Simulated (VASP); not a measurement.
# SnTe (wurtzite type) (P6_3mc) in VASP: relaxation of cell and atoms with PBE

Aim: the relaxation of cell and atoms of SnTe (wurtzite type) with PBE.

All numbers are computed with VASP 6.6.1; they aren't measurements. Logs are shortened: lines on timing, memory, paths and dates and some standing lists are left out, and cuts for length are marked.

## 1. The cell of the first run

It takes space group P6_3mc (No. 186, hexagonal). The conventional cell has a = 4.148 Å, b = 4.148 Å, c = 6.761 Å, α = 90.00°, β = 90.00°, γ = 120.00°. Sn (site symmetry 3m) has 4 Te at 2.54 Å within 3.3 Å. Te (site symmetry 3m) has 4 Sn at 2.54 Å within 3.3 Å.

## 2. Relaxation of cell and atoms, PBE, target pressure 32 GPa, at which the enthalpy is minimised

INCAR

```
SYSTEM = SnTe
PREC = Accurate
ENCUT = 500
EDIFF = 1E-7
ISMEAR = -1
SIGMA = 0.05
LREAL = .FALSE.
LASPH = .TRUE.
NELM = 300
ALGO = All
ISIF = 3
LWAVE = .FALSE.
LCHARG = .FALSE.
GGA = PE
IBRION = 2
NSW = 60
EDIFFG = -0.005
PSTRESS = 320.0
GGA_COMPAT = .FALSE.
NELMIN = 4
ISEARCH = 1
KPAR = 4
```

KPOINTS

```
regular mesh
0
G
  9 9 5
  0 0 0
```

POSCAR

```
SnTe
1.0
    4.1477867375      0.0000000000      0.0000000000
   -2.0738933688      3.5920886842      0.0000000000
    0.0000000000      0.0000000000      6.7608923822
Sn Te
2 2
Direct
    0.3333333333      0.6666666667      0.0000000000
    0.6666666667      0.3333333333      0.5000000000
    0.3333333333      0.6666666667      0.3760000000
    0.6666666667      0.3333333333      0.8760000000
```

Potentials or basis: VASP PAW PBE potentials, release 64 (Sn_d, Te).

Run with:

```sh
$ cat potpaw_PBE.64/Sn_d/POTCAR potpaw_PBE.64/Te/POTCAR > POTCAR
$ mpirun -np 4 vasp_std > vasp.out
```

OUTCAR:

```text
SYSTEM = SnTe
   PREC = Accurate
   ENCUT = 500
   EDIFF = 1E-7
   ISMEAR = -1
   LREAL = .FALSE.
   LASPH = .TRUE.
   NELM = 300
   ISIF = 3
   GGA = PE
   IBRION = 2
   NSW = 60
   EDIFFG = -0.005
   PSTRESS = 320.0
   NELMIN = 4

 ion  position               nearest neighbor table
   1  0.333  0.667  0.000-   4 2.54   4 2.54   4 2.54   3 2.54
   2  0.667  0.333  0.500-   3 2.54   3 2.54   3 2.54   4 2.54
   3  0.333  0.667  0.376-   2 2.54   2 2.54   2 2.54   1 2.54
   4  0.667  0.333  0.876-   1 2.54   1 2.54   1 2.54   2 2.54

  LATTYP: Found a hexagonal cell.
 ALAT       =     4.1477867375
 C/A-ratio  =     1.6300000000

  Lattice vectors:

 A1 = (   4.1477867375,   0.0000000000,   0.0000000000)
 A2 = (  -2.0738933688,   3.5920886842,   0.0000000000)
 A3 = (   0.0000000000,   0.0000000000,   6.7608923822)

Analysis of symmetry for initial positions (statically):
=====================================================================
 Subroutine PRICEL returns:
 Original cell was already a primitive cell.

 Routine SETGRP: Setting up the symmetry group for a
 hexagonal supercell.

 Subroutine GETGRP returns: Found 12 space group operations
 (whereof  6 operations were pure point group operations)
 out of a pool of 24 trial point group operations.

The static configuration has the point symmetry C_3v.
 The point group associated with its full space group is C_6v.

Analysis of symmetry for dynamics (positions and initial velocities):
=====================================================================
 Subroutine PRICEL returns:
 Original cell was already a primitive cell.

 Routine SETGRP: Setting up the symmetry group for a
 hexagonal supercell.

 Subroutine GETGRP returns: Found 12 space group operations
 (whereof  6 operations were pure point group operations)
 out of a pool of 24 trial point group operations.

The dynamic configuration has the point symmetry C_3v.
 The point group associated with its full space group is C_6v.

 Subroutine INISYM returns: Found 12 space group operations
 (whereof  6 operations are pure point group operations),
 and found     1 'primitive' translations

----------------------------------------------------------------------------------------

                                     Primitive cell

  volume of cell :     100.7320

  direct lattice vectors                    reciprocal lattice vectors
     4.147786737  0.000000000  0.000000000     0.241092434  0.139194782  0.000000000
    -2.073893369  3.592088684  0.000000000     0.000000000  0.278389563  0.000000000
     0.000000000  0.000000000  6.760892382     0.000000000  0.000000000  0.147909469

  length of vectors
     4.147786737  4.147786738  6.760892382     0.278389563  0.278389563  0.147909469

  position of ions in fractional coordinates (direct lattice)
     0.333333333  0.666666667  0.000000000
     0.666666667  0.333333333  0.500000000
     0.333333333  0.666666667  0.376000000
     0.666666667  0.333333333  0.876000000

  ion indices of the primitive-cell ions
   primitive index   ion index
                 1           1
                 2           2
                 3           3
                 4           4

----------------------------------------------------------------------------------------

 KPOINTS: regular mesh

Automatic generation of k-mesh.
 Grid dimensions read from file:
 generate k-points for:    9    9    5

 Generating k-lattice:

  Cartesian coordinates                     Fractional coordinates (reciprocal lattice)
     0.026788048  0.015466087  0.000000000     0.111111111  0.000000000  0.000000000
     0.000000000  0.030932174  0.000000000     0.000000000  0.111111111  0.000000000
     0.000000000  0.000000000  0.029581894     0.000000000  0.000000000  0.200000000

  Length of vectors
     0.030932174  0.030932174  0.029581894

  Shift w.r.t. Gamma in fractional coordinates (k-lattice)
     0.000000000  0.000000000  0.000000000

 Subroutine IBZKPT returns following result:
 ===========================================

 Found     36 irreducible k-points:

 Following reciprocal coordinates:
            Coordinates               Weight
  0.000000  0.000000  0.000000      1.000000
  0.111111 -0.000000  0.000000      6.000000
  0.222222  0.000000  0.000000      6.000000
  0.333333  0.000000  0.000000      6.000000
  0.444444  0.000000  0.000000      6.000000
  0.111111  0.111111  0.000000      6.000000
[... 16 lines left out ...]
  0.333333  0.222222  0.200000     24.000000
  0.333333  0.333333  0.200000      4.000000
 [... further k-points ...]
   k-points           NKPTS =     36   k-points in BZ     NKDIM =     36   number of bands    NBANDS=     24
   number of dos      NEDOS =    301   number of ions     NIONS =      4
   total plane-waves  NPLWV =  45000
   dimension x,y,z NGX =    30 NGY =   30 NGZ =   50
   dimension x,y,z NGXF=    60 NGYF=   60 NGZF=  100
   ions per type =               2   2
   NGX,Y,Z   is equivalent  to a cutoff of  12.02, 12.02, 12.29 a.u.
   NGXF,Y,Z  is equivalent  to a cutoff of  24.05, 24.05, 24.59 a.u.
 SYSTEM =  SnTe
   PREC   = accura    normal or accurate (medium, high low for compatibility)
   ISTART =      0    job   : 0-new  1-cont  2-samecut
   ICHARG =      2    charge: 1-file 2-atom 10-const
   ISPIN  =      1    spin polarized calculation?
   LNONCOLLINEAR =      F non collinear calculations
   LSORBIT =      F    spin-orbit coupling
   LASPH  =      T    aspherical Exc in radial PAW
   ENCUT  =  500.0 eV  36.75 Ry    6.06 a.u.   7.56  7.56 12.33*2*pi/ulx,y,z
   NELM   =    300;   NELMIN=  4; NELMDL= -5     # of ELM steps
   EDIFF  = 0.1E-06   stopping-criterion for ELM
   LREAL  =      F    real-space projection
   EDIFFG = -.5E-02   stopping-criterion for IOM
   NSW    =     60    number of steps for IOM
   IBRION =      2    ionic relax: 0-MD 1-quasi-New 2-CG
   NFREE  =      1    steps in history (QN), initial steepest desc. (CG)
   ISIF   =      3    stress and relaxation
   ISYM   =      2    0-nonsym 1-usesym 2-fastsym
   POTIM  = 0.5000    time-step for ionic-motion
   TEBEG  =    0.0;   TEEND  =   0.0 temperature during run
   PSTRESS=  320.0 pullay stress
   NELECT =      40.0000    total number of electrons
   NUPDOWN=      -1.0000    fix difference up-down
   EMIN   =  10.00;   EMAX   =-10.00  energy-range for DOS
   EFERMI =   0.00;   METHOD = LEGACY
   ISMEAR =    -1;   SIGMA  =   0.05  broadening in eV -4-tet -1-fermi 0-gaus
   EFERMI_NEDOS =   21; number of points for ismear=-14 and -15
   IALGO  =     58    algorithm
   IMIX   =      4    mixing-type and parameters
     AMIX     =   0.40;   BMIX     =  1.00
     AMIX_MAG =   1.60;   BMIX_MAG =  1.00
  volume/ion in A,a.u.               =      25.18       169.94
  Fermi-wavevector in a.u.,A,eV,Ry     =   1.203296  2.273899 19.700152  1.447920
  Thomas-Fermi vector in A             =   2.339053
   LORBIT       =      0    0 simple, 1 ext, 2 COOP (PROOUT), +10 PAW based schemes
   GGA     = PE    functional components
   LHFCALC =     F    Hartree Fock is set to
   AEXX    =    0.0000 exact exchange contribution
   IVDW    =     0    specifies the selected vdW correction
   LEPSILON=     F    determine dielectric tensor
   LRPA    =     F    only Hartree local field effects (RPA)
 conjugate gradient relaxation of ions
 non-spin polarized calculation
  energy-cutoff  :      500.00
  volume of cell :      100.73
 maximum number of plane-waves:      2591
   NGX = 15   NGY = 15   NGZ = 25

--------------------------------------- Ionic step        1  -------------------------------------------

 number of electron      40.0000032 magnetization

 Free energy of the ion-electron system (eV)
  ---------------------------------------------------
  ext. energy  EPLUGINS =         0.00000000
  ---------------------------------------------------
  free energy    TOTEN  =        -6.31346160 eV

  energy without entropy =       -6.29398631  energy(sigma->0) =       -6.30372395

 E-fermi :  10.5230     XC(G=0): -10.3197

 val. band max:       10.4611866675   @ k =   0.3333   0.0000   0.4000
 cond. band min:      10.5313947661   @ k =   0.4444   0.1111   0.0000
 fundamental gap:      0.0702080987
 Fermi energy:        10.5230410921

 k-point     1 :       0.0000    0.0000    0.0000
  band No.  band energies     occupation
      1     -12.5442      2.00000
      2     -12.5009      2.00000
      3     -12.4935      2.00000
      4     -12.4935      2.00000
      5     -12.4772      2.00000
      6     -12.4772      2.00000
[... 2067 lines left out ...]
     23      11.3467      0.00000
     24      11.7473      0.00000

 [... further k-points ...]

[... ionic steps 4 to 41 ...]

--------------------------------------- Ionic step       42  -------------------------------------------

 number of electron      40.0000037 magnetization

------------------------ aborting loop because EDIFF is reached ----------------------------------------

  FORCE on cell =-STRESS in cart. coord.  units (eV):
  Direction    XX          YY          ZZ          XY          YZ          ZX
  --------------------------------------------------------------------------------------
  -------------------------------------------------------------------------------------
  Total       21.0597586     21.0597592     21.0406984     -0.0000003      0.0000000     -0.0000000
  in kB      320.7730800    320.7730886    320.4827630     -0.0000048      0.0000000     -0.0000000
  external PRESSURE =       0.6763105 kB  Pullay stress =     320.0000000 kB
[... 65 lines left out ...]
  enthalpy is  TOTEN    =        10.6039564915 eV   P V=       21.0204408543

--------------------------------------- Ionic step       44  -------------------------------------------

 number of electron      40.0000036 magnetization

 Free energy of the ion-electron system (eV)
  ---------------------------------------------------
  ext. energy  EPLUGINS =         0.00000000
  ---------------------------------------------------
  free energy    TOTEN  =       -10.41399839 eV

  energy without entropy =      -10.39617673  energy(sigma->0) =      -10.40508756

 E-fermi :   9.5636     XC(G=0): -10.0746

 val. band max:        9.5335346967   @ k =   0.2222   0.0000   0.0000
 cond. band min:       9.5669755048   @ k =   0.0000   0.0000   0.4000
 fundamental gap:      0.0334408081
 Fermi energy:         9.5636250290

 k-point     1 :       0.0000    0.0000    0.0000
  band No.  band energies     occupation
      1     -12.8902      2.00000
      2     -12.7944      2.00000
      3     -12.7944      2.00000
      4     -12.7928      2.00000
      5     -12.7928      2.00000
      6     -12.7869      2.00000
[... 670 lines left out ...]
  FREE ENERGIE OF THE ION-ELECTRON SYSTEM (eV)
  ---------------------------------------------------
  free  energy   TOTEN  =       -10.4139983924 eV

  energy  without entropy=      -10.3961768600  energy(sigma->0) =      -10.40508763

  enthalpy is  TOTEN    =        10.6039559831 eV   P V=       21.0179543754

 reached required accuracy - stopping structural energy minimisation
```

It took 22 min on 4 MPI ranks of Intel Xeon Platinum 8259CL at 2.50GHz (Skylake/Cascade Lake), shared host; peak memory 0.31 GiB.

What came out:

```
Free energy                                                : -10.4140 eV
Relaxed volume                                             : 26.31 Å³/atom
Relaxed cell                                               : a = 4.661 Å, b = 4.661 Å, c = 5.593 Å, α = 90.00°, β = 90.00°, γ = 120.00°
Space group after relaxing (to 0.1 Å)                      : P6_3/mmc (No. 194)
Energy change on relaxing (the run minimises the enthalpy) : -1025.1 meV/atom
Ionic steps                                                : 44
Pressure after relaxing                                    : 32.0 GPa
Largest force after relaxing                               : 0.004 eV/Å
Band gap on the k mesh                                     : zero (bands 20 and 21 overlap by 0.84 eV)
```

Forces on the atoms (eV/Å):
```
Sn   0.000  0.000 -0.004
Sn   0.000  0.000 -0.004
Te   0.000  0.000  0.004
Te   0.000  0.000  0.004
```

The path:
```csv
step,energy change (eV),largest force (eV/Å),pressure (GPa),volume (Å³)
1,0.0000,0.2406,50.20,100.73
3,-3.4499,0.0478,30.24,114.79
5,-3.1202,0.0626,32.09,113.10
7,-3.1174,0.0109,32.12,113.08
9,-3.1426,0.0146,31.99,113.21
11,-3.1478,0.0222,31.96,113.23
13,-3.1783,0.0831,31.84,113.37
15,-3.3213,0.3107,31.28,113.91
17,-4.1940,1.2260,27.79,115.62
19,-1.2962,2.4609,35.12,114.18
21,-5.0128,3.1229,24.10,116.60
23,-5.0451,3.1735,24.24,116.67
25,-5.0455,3.1326,24.29,116.53
27,-5.0426,2.9476,24.53,115.90
29,-4.9524,2.2750,25.77,113.38
31,-3.3032,0.7321,36.04,103.39
33,-4.1241,1.0195,31.25,106.91
35,-4.0009,0.9229,32.29,105.60
37,-3.6325,0.6299,34.95,103.26
39,-4.2189,0.0697,31.20,105.87
41,-4.0943,0.0076,32.04,105.20
43,-4.1030,0.0053,31.99,105.25
44,-4.1005,0.0044,32.00,105.23
```

Final structure:
```
CELL_PARAMETERS angstrom
4.66099 0.00000 0.00000
-2.33049 4.03653 0.00000
0.00000 0.00000 5.59325
ATOMIC_POSITIONS crystal
Sn 0.33333 0.66667 0.93809
Sn 0.66667 0.33333 0.43809
Te 0.33333 0.66667 0.43791
Te 0.66667 0.33333 0.93791
```

Caveat: the cell is relaxed towards a set pressure, so the run minimises the enthalpy, not the energy; a cell axis changed by over 15 % at a fixed basis, so the end point is rough; spin-orbit coupling is left out, which moves the levels of the heavy elements.

The gap in the log of VASP goes by the Fermi energy; the results here count the filled bands.